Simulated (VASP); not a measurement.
Input of a VASP 6.6.1 run:

INCAR

```
SYSTEM = Os
ALGO = Normal ; EDIFF = 1E-7
ENCUT = 520 ; GGA = RE
ISIF = 2 ; ISMEAR = -1
LASPH = .TRUE. ; LCHARG = .FALSE.
LREAL = .FALSE. ; LWAVE = .FALSE.
NBANDS = 19 ; NELM = 80
PREC = Accurate ; SIGMA = 0.1
```

KPOINTS

```
k-points
0
G
  10 10 13
  0 0 0
```

Contents of POSCAR:

```
Os
1.0
    4.2153431208      0.0000000000      0.0000000000
   -2.1076715604      3.6505942283      0.0000000000
    0.0000000000      0.0000000000      2.6540517694
Os
3
Direct
    1.0000000000      1.0000000000      0.0000000000
    0.3333333333      0.6666666667      0.5000000000
    0.6666666667      0.3333333333      0.5000000000
```

Potentials or basis: VASP PAW PBE potentials, release 64 (Os).

Launch:

```console
$ cat potpaw_PBE.64/Os/POTCAR > POTCAR
$ mpirun -np 1 vasp_std > vasp.out
```

Q: Predict the pressure.

A: 36.9 GPa.

Q: What does it give for the band gap on the k mesh?

A: Zero (bands 12 and 13 overlap by 2.81 eV).

Stress tensor (GPa, compression positive):
```
38.27  0.00  0.00
 0.00 38.27  0.00
 0.00  0.00 34.14
```

Caveat: the cell stands under pressure; the PAW data sets were made with another functional, which shifts forces and pressure a little; spin-orbit coupling is left out, which moves the levels of the heavy elements.
